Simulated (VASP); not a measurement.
# InSb (Pmmn) in VASP: notebook, part 3 of 3

VASP 6.6.1.

## Step 5: Electric field gradients, LDA

This run uses another cell than the first one, of 23.43 Å³/atom.

INCAR reads:

```
PREC = Accurate ; ENCUT = 520
EDIFF = 1E-8 ; ISMEAR = -1
SIGMA = 0.08 ; LREAL = False
LASPH = True ; NELM = 80
ALGO = Normal ; ISIF = 2
LWAVE = False ; LCHARG = False
LEFG = True ; NBANDS = 26
```

KPOINTS reads:

```
Automatic mesh
0
Gamma
  6 6 11
```

POSCAR reads:

```
InSb
1.0
    5.3570000000      0.0000000000      0.0000000000
    0.0000000000      5.7120000000      0.0000000000
    0.0000000000      0.0000000000      3.0630000000
In Sb
2 2
Direct
    0.0000000000      0.0000000000      0.0000000000
    0.5000000000      0.5000000000      0.0000000000
    0.5000000000      0.0000000000      0.8350000000
    0.0000000000      0.5000000000      0.1650000000
```

Potentials or basis: VASP PAW LDA potentials, release 64 (In_d, Sb).

Launch:

```
$ cat potpaw_LDA.64/In_d/POTCAR potpaw_LDA.64/Sb/POTCAR > POTCAR
$ mpirun -np 1 vasp_std > vasp.out
```

OUTCAR:

```text
PREC = Accurate
   ENCUT = 520
   EDIFF = 1E-8
   ISMEAR = -1
   LREAL = False
   LASPH = True
   NELM = 80
   ISIF = 2

 ion  position               nearest neighbor table
   1  0.000  0.000  0.000-   3 2.73   3 2.73   4 2.90   4 2.90   3 3.70   3 3.70   4 3.83   4 3.83
                             2 3.92   2 3.92   2 3.92   2 3.92
   2  0.500  0.500  0.000-   4 2.73   4 2.73   3 2.90   3 2.90   4 3.70   4 3.70   3 3.83   3 3.83
                             1 3.92   1 3.92   1 3.92   1 3.92
   3  0.500  0.000  0.835-   1 2.73   1 2.73   2 2.90   2 2.90   1 3.70   1 3.70   2 3.83   2 3.83

   4  0.000  0.500  0.165-   2 2.73   2 2.73   1 2.90   1 2.90   2 3.70   2 3.70   1 3.83   1 3.83

  LATTYP: Found a simple orthorhombic cell.
 ALAT       =     3.0630000000
 B/A-ratio  =     1.7489389487
 C/A-ratio  =     1.8648383937

  Lattice vectors:

 A1 = (   0.0000000000,   0.0000000000,   3.0630000000)
 A2 = (   5.3570000000,   0.0000000000,   0.0000000000)
 A3 = (   0.0000000000,   5.7120000000,   0.0000000000)

Analysis of symmetry for initial positions (statically):
=====================================================================
[... 906 lines left out ...]
      2.67850      0.00000      2.55761         0.000000      0.000000     -0.613509
      0.00000      2.85600      0.50539         0.000000      0.000000      0.613509
 -----------------------------------------------------------------------------------
    total drift:                               -0.000000      0.000000     -0.000000

  FREE ENERGIE OF THE ION-ELECTRON SYSTEM (eV)
  ---------------------------------------------------
  free  energy   TOTEN  =       -15.4879144209 eV

  energy  without entropy=      -15.4579066707  energy(sigma->0) =      -15.47291055

 Electric field gradients (V/A^2)
---------------------------------------------------------------------
 ion       V_xx      V_yy      V_zz      V_xy      V_xz      V_yz
---------------------------------------------------------------------
   1     -84.986    12.838    72.147    -0.000    -0.000    -0.000
   2     -84.986    12.838    72.147    -0.000    -0.000    -0.000
   3     -83.145   -72.382   155.527    -0.000     0.000    -0.000
   4     -83.145   -72.382   155.527    -0.000     0.000    -0.000
---------------------------------------------------------------------

 Electric field gradients after diagonalization (V/A^2)
 (convention: |V_zz| > |V_xx| > |V_yy|)
----------------------------------------------------------------------
 ion       V_xx      V_yy      V_zz     asymmetry (V_yy - V_xx)/ V_zz
----------------------------------------------------------------------
   1      72.147    12.838   -84.986       0.698
   2      72.147    12.838   -84.986       0.698
   3     -83.145   -72.382   155.527       0.069
   4     -83.145   -72.382   155.527       0.069
----------------------------------------------------------------------

           NMR quadrupolar parameters

 Cq : quadrupolar parameter    Cq=e*Q*V_zz/h
 eta: asymmetry parameters     (V_yy - V_xx)/ V_zz
 Q  : nuclear electric quadrupole moment in mb (millibarn)
----------------------------------------------------------------------
 ion       Cq(MHz)       eta       Q (mb)
----------------------------------------------------------------------
   1      -0.205       0.698       1.000
   2      -0.205       0.698       1.000
   3       0.376       0.069       1.000
   4       0.376       0.069       1.000
----------------------------------------------------------------------
```

OSZICAR:

```text
N       E                     dE             d eps       ncg     rms          rms(c)
DAV:   1     0.301756920548E+03    0.30176E+03   -0.15832E+04  4994   0.157E+03
DAV:   2     0.110372465360E+02   -0.29072E+03   -0.28351E+03  5208   0.382E+02
DAV:   3    -0.146346454798E+02   -0.25672E+02   -0.25124E+02  6324   0.129E+02
DAV:   4    -0.156146097233E+02   -0.97996E+00   -0.97596E+00  5970   0.259E+01
DAV:   5    -0.156698377933E+02   -0.55228E-01   -0.55221E-01  7784   0.568E+00    0.708E+00
DAV:   6    -0.155240045470E+02    0.14583E+00   -0.23081E-01  6904   0.780E+00    0.383E+00
DAV:   7    -0.154908342205E+02    0.33170E-01   -0.95529E-02  7136   0.343E+00    0.722E-01
DAV:   8    -0.154881977381E+02    0.26365E-02   -0.12359E-02  6642   0.139E+00    0.445E-01
DAV:   9    -0.154879212071E+02    0.27653E-03   -0.92125E-04  6428   0.177E-01    0.112E-01
DAV:  10    -0.154879154472E+02    0.57598E-05   -0.47694E-05  6842   0.756E-02    0.396E-02
DAV:  11    -0.154879146058E+02    0.84149E-06   -0.59554E-06  6460   0.247E-02    0.208E-02
DAV:  12    -0.154879144215E+02    0.18424E-06   -0.59060E-07  6164   0.541E-03    0.452E-03
DAV:  13    -0.154879144260E+02   -0.44806E-08   -0.11150E-07  7012   0.396E-03    0.120E-03
DAV:  14    -0.154879144209E+02    0.51409E-08   -0.15700E-08  3852   0.107E-03
   1 F= -.15487914E+02 E0= -.15472911E+02  d E =-.300078E-01
```

stdout:

```text
POSCAR found type information on POSCAR InSb
 POSCAR found :  2 types and       4 ions
 scaLAPACK will be used
 LDA part: xc-table for (Slater(with rela. corr.)+CA(PZ))
 , standard interpolation
 POSCAR, INCAR and KPOINTS ok, starting setup
 FFT: planning ... GRIDC
 FFT: planning ... GRID_SOFT
 FFT: planning ... GRID
 WAVECAR not read
 entering main loop
ion   1

ion   2

ion   3

ion   4
```

Wall time 1.9 min (1 thread of Intel Xeon Platinum 8375C at 2.90GHz (Ice Lake), shared host); peak memory 0.31 GiB.

What came out:

* Free energy: -15.4879 eV
* Pressure: 11.8 GPa
* Largest force: 0.614 eV/Å
* Band gap on the k mesh: zero (bands 18 and 19 overlap by 3.30 eV)
* Largest electric field gradient by atom: In -85.0; Sb +155.5 V/Å²

Forces on the atoms (eV/Å):
```
In   0.000  0.000  0.249
In   0.000  0.000 -0.249
Sb   0.000  0.000 -0.614
Sb   0.000  0.000  0.614
```

Levels at points of the mesh, in eV from the Fermi level:
| k point | band 15 | band 16 | band 17 | band 18 | band 19 | band 20 | band 21 | band 22 |
| --- | --- | --- | --- | --- | --- | --- | --- | --- |
| (0.00, 0.00, 0.00) | -5.75 | -2.95 | -2.72 | -2.20 | 3.14 | 4.28 | 4.29 | 6.25 |
| (0.50, 0.00, 0.00) | -4.44 | -4.44 | 0.99 | 0.99 | 4.28 | 4.28 | 4.65 | 4.65 |
| (0.00, 0.50, 0.00) | -4.62 | -4.62 | -0.37 | -0.37 | 3.84 | 3.84 | 4.50 | 4.50 |
| (0.50, 0.50, 0.00) | -0.40 | -0.40 | 1.31 | 1.31 | 2.41 | 2.41 | 2.73 | 2.73 |

Electric field gradients, principal values (V/Å²):
```tsv
atom	least	middle	greatest (by size)
1 In	12.838	72.147	-84.986
2 In	12.838	72.147	-84.986
3 Sb	-72.382	-83.145	155.527
4 Sb	-72.382	-83.145	155.527
```

Caveat: the cell stands under pressure; without QUAD_EFG the Cq values of the log hold for a quadrupole moment of 1 mb, not for the nuclei; spin-orbit coupling is left out, which moves the levels of the heavy elements.

## Step 6: The runs side by side

| cell | gap on the mesh (eV) | pressure (GPa) | largest force (eV/Å) |
| --- | --- | --- | --- |
| a = 5.196, b = 5.541, c = 3.063 Å, 4 atoms | none | 20.3 | 0.96 |
| a = 5.357, b = 5.712, c = 3.094 Å, 4 atoms | none | 11.0 | 0.63 |
| a = 5.357, b = 5.712, c = 3.063 Å, 4 atoms | none | 11.8 | 0.61 |

Alike in all rows: task electric field gradients; level LDA; potentials or basis VASP PAW LDA potentials, release 64 (In_d, Sb); no spin polarisation; k mesh 6 × 6 × 11; cutoff (eV) 520; smearing fermi-dirac 0.08 eV.

Caveats: the cell stands under pressure; spin-orbit coupling is left out, which moves the levels of the heavy elements.

Absolute energies hang on the potentials; compare differences alone.
